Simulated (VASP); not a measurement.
A run of VASP 6.6.1 is set up as follows.

The input INCAR:

```
SYSTEM = Mn3Ag
PREC = Accurate ; ENCUT = 520
EDIFF = 1E-7 ; ISMEAR = 0
SIGMA = 0.1 ; LREAL = .False.
LASPH = .True. ; NELM = 150
ALGO = Normal ; ISIF = 2
LWAVE = .False. ; LCHARG = .True.
ISPIN = 2 ; MAGMOM = 4 4 -4 0
LORBIT = 11 ; LMAXMIX = 4
GGA = PE ; LELF = .True.
LVHAR = .True. ; NBANDS = 37
```

KPOINTS

```
Automatic mesh
0
Gamma
  12 12 12
  0 0 0
```

The input POSCAR:

```
Mn3Ag
1.0
    0.0000000000      3.1142110438      3.1142110438
    3.1142110438      0.0000000000      3.1142110438
    3.1142110438      3.1142110438      0.0000000000
Mn Ag
3 1
Direct
    0.2500000000      0.2500000000      0.2500000000
    0.7500000000      0.7500000000      0.7500000000
    0.5000000000      0.5000000000      0.5000000000
    0.0000000000      0.0000000000      0.0000000000
```

Potentials or basis: VASP PAW PBE potentials, release 64 (Mn_pv, Ag).

Launch:

```sh
$ cat potpaw_PBE.64/Mn_pv/POTCAR potpaw_PBE.64/Ag/POTCAR > POTCAR
$ mpirun -np 1 vasp_std > vasp.out
```

(1) What does it give for the net moment?

(2) What does it give for the pressure?

## Answers

(1) 4.06 μB per cell.

(2) 0.1 GPa.
